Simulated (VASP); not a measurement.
Input of a VASP 6.6.1 run:

File INCAR:

```
PREC = Accurate
ENCUT = 600
EDIFF = 1E-6
ISMEAR = 0
SIGMA = 0.1
LREAL = False
LASPH = True
NELM = 200
ALGO = Normal
ISIF = 2
LWAVE = False
LCHARG = False
ISPIN = 2
MAGMOM = 3 0
LORBIT = 11
LMAXMIX = 4
GGA = PE
NBANDS = 22
GGA_COMPAT = False
```

File KPOINTS:

```
regular mesh
0
Gamma
  9 9 6
```

POSCAR

```
CoO
1.0
    2.8216000808      0.0000000000      0.0000000000
   -1.4108000404      2.4435773493      0.0000000000
    0.0000000000      0.0000000000      2.7281830196
Co O
1 1
Direct
    0.3333333333      0.6666666667      0.5000000000
    0.0000000000      0.0000000000      0.0000000000
```

Potentials or basis: VASP PAW PBE potentials, release 64 (Co_sv, O).

The run is started by

```bash
$ cat potpaw_PBE.64/Co_sv/POTCAR potpaw_PBE.64/O/POTCAR > POTCAR
$ mpirun -np 1 vasp_std > vasp.out
```

**Question.** What does it give for the band gap on the k mesh?

**Answer.** Zero (filled and empty bands overlap).

**Question.** Estimate the pressure.

**Answer.** -2.3 GPa.

Stress tensor (GPa, compression positive):
```
-2.10  0.00  0.00
 0.00 -2.10  0.00
 0.00  0.00 -2.59
```

Caveat: the k points lie up to 0.38 Å⁻¹ apart; a cell with one magnetic atom can't hold antiferromagnetic order, which such compounds often take; semilocal functionals often make such compounds metallic where correlation or magnetic order opens a gap, which also shifts bond lengths. With open d or f shells a metallic result of PBE can be an artefact of self-interaction; +U or a hybrid may open a gap.
